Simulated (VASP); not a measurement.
# SnO2: single point with PBE

SnO2:

```
CELL_PARAMETERS angstrom
4.70559 0.00000 0.00000
0.00000 4.70560 0.00000
0.00000 0.00000 3.40826
ATOMIC_POSITIONS crystal
Sn 0.50000 0.50000 0.50000
Sn 0.00000 0.00000 0.00000
O 0.31390 0.31395 0.00000
O 0.81390 0.18605 0.50000
O 0.18610 0.81395 0.50000
O 0.68610 0.68605 0.00000
```

This cell differs from its parent crystal: atoms shifted along a free coordinate, c/a of the conventional cell at fixed volume 0.7243.

```
Program             : VASP 6.6.1
Task                : single point
Functional          : PBE
Potentials or basis : VASP PAW PBE potentials, release 64 (Sn_d, O)
Cutoff              : 520 eV
k mesh              : 6 × 6 × 8
Occupations         : gaussian, width 0.05 eV
Spin                : no spin polarisation
```

```json
{
  "Pressure": "-0.8 GPa",
  "Largest force": "0.922 eV/Å",
  "Band gap on the k mesh": "0.47 eV"
}
```

Forces in eV/Å, atoms in the order of the input:
```
Sn   0.000  0.000  0.000
Sn   0.000  0.000  0.000
O   -0.652 -0.652  0.000
O   -0.652  0.652  0.000
O    0.652 -0.652  0.000
O    0.652  0.652  0.000
```

Stress tensor (GPa, compression positive):
```
 3.23  0.00  0.00
 0.00  3.23  0.00
 0.00  0.00 -8.79
```

Levels at points of the mesh, in eV from the valence-band top:
```tsv
k point	band 24	band 25	band 26	band 27	band 28	band 29
(0.00, 0.00, 0.00)	-0.61	-0.61	0.00	0.47	4.78	5.65
(0.50, 0.00, 0.00)	-1.29	-0.56	-0.56	3.76	3.76	6.21
(0.00, 0.50, 0.00)	-1.29	-0.56	-0.56	3.76	3.76	6.21
(0.50, 0.50, 0.00)	-1.44	-0.66	-0.66	3.80	3.80	6.76
(0.00, 0.00, 0.50)	-1.49	-1.17	-1.17	5.59	5.59	9.47
(0.50, 0.00, 0.50)	-0.92	-0.52	-0.52	5.95	5.95	7.85
(0.00, 0.50, 0.50)	-0.92	-0.52	-0.52	5.95	5.95	7.85
(0.50, 0.50, 0.50)	-0.91	-0.63	-0.63	4.68	4.68	8.45
```

Run time: 2.4 min on 1 thread of Intel(R) Xeon(R) Platinum 8259CL CPU @ 2.50GHz (Skylake/Cascade Lake), on a shared host, peak memory 0.29 GiB.

Caveat: the stress differs along the axes, from -9 to 3 GPa; semilocal functionals underestimate gaps, and a narrow one can read as zero; spin-orbit coupling is left out, which moves the levels of the heavy elements.
